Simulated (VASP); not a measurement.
# C in VASP: further runs, part 2 of 2

VASP 6.6.1. Earlier steps stand in the parts before.

## (4) Single point, PBE+D3(BJ)

INCAR reads:

```
  ALGO = Normal
  DIPOL = 0.5 0.5 0.500
  EDIFF = 1E-7
  ENCUT = 520
  GGA = PE
  IDIPOL = 3
  ISIF = 2
  ISMEAR = 0
  IVDW = 12
  LASPH = True
  LCHARG = False
  LDIPOL = True
  LREAL = False
  LWAVE = False
  NBANDS = 11
  NELM = 100
  PREC = Accurate
  SIGMA = 0.1
```

KPOINTS reads:

```
k-points
0
Gamma
  21 21 1
```

POSCAR reads:

```
C
1.0
    2.2810000000      0.0000000000      0.0000000000
   -1.1405000000      1.9754039460      0.0000000000
    0.0000000000      0.0000000000     26.0024170307
C
2
Direct
    0.6666666667      0.3333333333      0.5027497444
    0.3333333333      0.6666666667      0.4972502556
```

Potentials or basis: VASP PAW PBE potentials, release 64 (C).

Run with:

```sh
$ cat potpaw_PBE.64/C/POTCAR > POTCAR
$ mpirun -np 1 vasp_std > vasp.out
```

OUTCAR:

```text
EDIFF = 1E-7
   ENCUT = 520
   GGA = PE
   ISIF = 2
   ISMEAR = 0
   IVDW = 12
   LASPH = True
   LREAL = False
   NELM = 100
   PREC = Accurate
 IVDW          = 12

 ion  position               nearest neighbor table
   1  0.667  0.333  0.503-   2 1.32   2 1.32   2 1.32
   2  0.333  0.667  0.497-   1 1.32   1 1.32   1 1.32

  LATTYP: Found a hexagonal cell.
 ALAT       =     2.2810000000
 C/A-ratio  =    11.3995690621

  Lattice vectors:

 A1 = (   2.2810000000,   0.0000000000,   0.0000000000)
 A2 = (  -1.1405000000,   1.9754039460,   0.0000000000)
 A3 = (   0.0000000000,   0.0000000000,  26.0024170307)

Analysis of symmetry for initial positions (statically):
=====================================================================
 Subroutine PRICEL returns:
 Original cell was already a primitive cell.

 Routine SETGRP: Setting up the symmetry group for a
 hexagonal supercell.

 Subroutine GETGRP returns: Found 12 space group operations
 (whereof 12 operations were pure point group operations)
 out of a pool of 24 trial point group operations.

The static configuration has the point symmetry D_3d.

Analysis of symmetry for dynamics (positions and initial velocities):
=====================================================================
 Subroutine PRICEL returns:
 Original cell was already a primitive cell.

 Routine SETGRP: Setting up the symmetry group for a
 hexagonal supercell.

 Subroutine GETGRP returns: Found 12 space group operations
 (whereof 12 operations were pure point group operations)
 out of a pool of 24 trial point group operations.

The dynamic configuration has the point symmetry D_3d.

 Subroutine INISYM returns: Found 12 space group operations
 (whereof 12 operations are pure point group operations),
 and found     1 'primitive' translations

----------------------------------------------------------------------------------------

                                     Primitive cell

  volume of cell :     117.1642

  direct lattice vectors                    reciprocal lattice vectors
[... 124 lines left out ...]
   NGX =  9   NGY =  9   NGZ = 97

 number of electron       7.9999998 magnetization

 dipolmoment           0.000000      0.000000     -0.000000 electrons x Angstroem

 Free energy of the ion-electron system (eV)
  ---------------------------------------------------
  ext. energy  EPLUGINS =         0.00000000
  ---------------------------------------------------
  free energy    TOTEN  =       -17.35009037 eV

  energy without entropy =      -17.34957863  energy(sigma->0) =      -17.34983450

 E-fermi :  -2.2889     XC(G=0):  -1.7291

 val. band max:       -2.2888603962   @ k =   0.3333   0.3333   0.0000
 cond. band min:      -2.2888603897   @ k =   0.3333   0.3333   0.0000
 fundamental gap:      0.0000000065
 Fermi energy:        -2.2888603931

 k-point     1 :       0.0000    0.0000    0.0000
  band No.  band energies     occupation
      1     -23.6815      2.00000
      2     -11.5177      2.00000
      3      -4.8953      2.00000
      4      -4.8953      2.00000
      5       0.1059      0.00000
      6       1.0423      0.00000
      7       1.3159      0.00000
      8       1.7810      0.00000
      9       2.0303      0.00000
     10       2.9676      0.00000
     11       3.3057      0.00000
[... 309 lines left out ...]
 k-point    24 :       0.1905    0.0952    0.0000
  band No.  band energies     occupation
      1     -21.9745      2.00000
      2      -9.8275      2.00000
      3      -9.1497      2.00000
      4      -7.9815      2.00000
      5       2.3660      0.00000
      6       3.4571      0.00000
      7       3.7555      0.00000
      8       4.2133      0.00000
      9       4.4142      0.00000
     10       5.3846      0.00000
     11       5.5171      0.00000

 [... further k-points ...]

------------------------ aborting loop because EDIFF is reached ----------------------------------------

 vacuum level on the upper side and lower side of the slab       (xc-potential included)        -0.012        -0.012

 Edisp (eV)   -0.16086

 E8    (eV) :    -0.0503

  FORCE on cell =-STRESS in cart. coord.  units (eV):
  Direction    XX          YY          ZZ          XY          YZ          ZX
  --------------------------------------------------------------------------------------
  -------------------------------------------------------------------------------------
  Total      12.47070    12.47070    -0.31238     0.00000     0.00000    -0.00000
  in kB     170.53227   170.53227    -4.27162     0.00000     0.00000    -0.00000
  external pressure =      112.26 kB  Pullay stress =        0.00 kB

 VOLUME and BASIS-vectors are now :
 -----------------------------------------------------------------------------
  energy-cutoff  :      520.00
  volume of cell :      117.16
      direct lattice vectors                 reciprocal lattice vectors
     2.281000000  0.000000000  0.000000000     0.438404209  0.253112788  0.000000000
    -1.140500000  1.975403946  0.000000000     0.000000000  0.506225576  0.000000000
     0.000000000  0.000000000 26.002417031     0.000000000  0.000000000  0.038457963

 POSITION                                       TOTAL-FORCE (eV/Angst)
 -----------------------------------------------------------------------------------
      1.14050      0.65847     13.07271         0.000000      0.000000     -2.077967
     -0.00000      1.31694     12.92971        -0.000000     -0.000000      2.077967
 -----------------------------------------------------------------------------------
    total drift:                                0.000000      0.000000      0.000000

  FREE ENERGIE OF THE ION-ELECTRON SYSTEM (eV)
  ---------------------------------------------------
  free  energy   TOTEN  =       -17.5109496689 eV

  energy  without entropy=      -17.5104379323  energy(sigma->0) =      -17.51069380

 vacuum level on the upper side and lower side of the slab         1.237         1.237
```

OSZICAR:

```text
N       E                     dE             d eps       ncg     rms          rms(c)
DAV:   1     0.554518492598E+02    0.55452E+02   -0.34749E+03  1168   0.518E+02
DAV:   2    -0.147918713266E+02   -0.70244E+02   -0.59463E+02  1514   0.114E+02
DAV:   3    -0.196812098733E+02   -0.48893E+01   -0.46508E+01  1535   0.379E+01
[... 14 lines left out ...]
DAV:  18    -0.173500867328E+02   -0.51074E-05   -0.37880E-08  1261   0.962E-04    0.819E-04
DAV:  19    -0.173500894647E+02   -0.27319E-05   -0.27745E-08  1183   0.607E-04    0.150E-04
DAV:  20    -0.173500901500E+02   -0.68524E-06   -0.30043E-09  1257   0.257E-04    0.112E-04
DAV:  21    -0.173500903251E+02   -0.17514E-06   -0.19726E-09  1174   0.196E-04    0.361E-05
DAV:  22    -0.173500903665E+02   -0.41361E-07   -0.10847E-10  1268   0.491E-05
   1 F= -.17510950E+02 E0= -.17510694E+02  d E =-.511737E-03
```

Wall time 2.3 min (1 thread of AMD EPYC 7R13 (Zen 3), shared host); peak memory 0.22 GiB.

Results:

```yaml
Free_energy: -17.5109 eV
Largest_force: 2.078 eV/Å
Band_gap_on_the_k_mesh: zero (filled and empty bands touch)
Dispersion_energy_per_atom: -0.080 eV
```

Forces on the atoms (eV/Å):
```
C    0.000  0.000 -2.078
C    0.000  0.000  2.078
```

Levels at points of the mesh, in eV from the Fermi level:
```csv
k point,band 1,band 2,band 3,band 4,band 5,band 6,band 7,band 8
"(0.00, 0.00, 0.00)",-21.39,-9.23,-2.61,-2.61,2.39,3.33,3.60,4.07
```
